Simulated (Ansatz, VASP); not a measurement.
Two plane-wave programs on Sn2Ge3

```
Sn Ge
1.0
     5.55349   -1.82357   -0.19813
     5.55349    1.82357   -0.19813
    -5.25835    0.00000    5.81606
Sn Ge
2 3
Direct
  0.18648 0.18648 0.10471
  0.81352 0.81352 0.89529
  0.00000 0.00000 0.50000
  0.61527 0.61527 0.36587
  0.38473 0.38473 0.63413
```

Alike in both runs: functional PBE; k mesh 12 × 12 × 8; occupations gaussian, width 0.1 eV; no spin polarisation.

Ansatz relaxed the structure, and its values are those at the end. VASP's run is a single point on that final structure, the one shown.

|  | VASP | Ansatz |
| --- | --- | --- |
| version | VASP 6.6.1 | Ansatz 0.2.0 |
| potentials or method | VASP PAW PBE potentials, release 64 (Sn_d, Ge_d), cutoff 520 eV | scalar-relativistic, plane waves, PAW |
| valence electrons in the cell | 70 | 70 |

```tsv
	VASP	Ansatz	Ansatz less VASP
gap on the k mesh at the Fermi level (eV)	none	none	-
pressure (GPa)	0.0	0.0	+0.01
```

A gap of «none» marks a metal or a gap that the smearing closes.
